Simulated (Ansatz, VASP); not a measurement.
# Cs: VASP beside Ansatz

The input INCAR:

```
ALGO = Normal
EDIFF = 1E-6
ENCUT = 500
GGA = RP
GGA_COMPAT = False
ISIF = 2
ISMEAR = -1
LASPH = True
LCHARG = False
LREAL = False
LWAVE = False
NBANDS = 10
NELM = 120
PREC = Accurate
SIGMA = 0.05
```

The input KPOINTS:

```
k-points
0
Gamma
  6 6 6
```

Contents of POSCAR:

```
Cs
1.0
   -3.0335000000      3.0335000000      3.0335000000
    3.0335000000     -3.0335000000      3.0335000000
    3.0335000000      3.0335000000     -3.0335000000
Cs
1
Direct
    0.0000000000      0.0000000000      0.0000000000
```

Input for Ansatz:

```yaml
crystal:
  lattice:
    - [-3.0335, 3.0335, 3.0335]
    - [3.0335, -3.0335, 3.0335]
    - [3.0335, 3.0335, -3.0335]
  atoms:
    - { symbol: Cs, position: [0.0, 0.0, 0.0] }
basis:
  ecutwfc: 550.0
kpoints:
  mp_grid:
    grid: [6, 6, 6]
hamiltonian:
  xc: rpbe
scf:
  occupations:
    method: fermi_dirac
    width: 0.05
output:
  stress: true
```

Alike in both runs: task single point; functional RPBE; k mesh 6 × 6 × 6; occupations fermi-dirac, width 0.05 eV; no spin polarisation.

|  | VASP | Ansatz |
| --- | --- | --- |
| version | VASP 6.6.1 | Ansatz 0.2.0 |
| potentials or method | VASP PAW PBE potentials, release 64 (Cs_sv), cutoff 500 eV | plane waves, PAW |
| valence electrons in the cell | 9 | 9 |

```tsv
	VASP	Ansatz	Ansatz less VASP
pressure (GPa)	0.4	0.4	0.00
```

VASP's potentials were made for PBE, not for RPBE.

Spin-orbit coupling is off throughout.
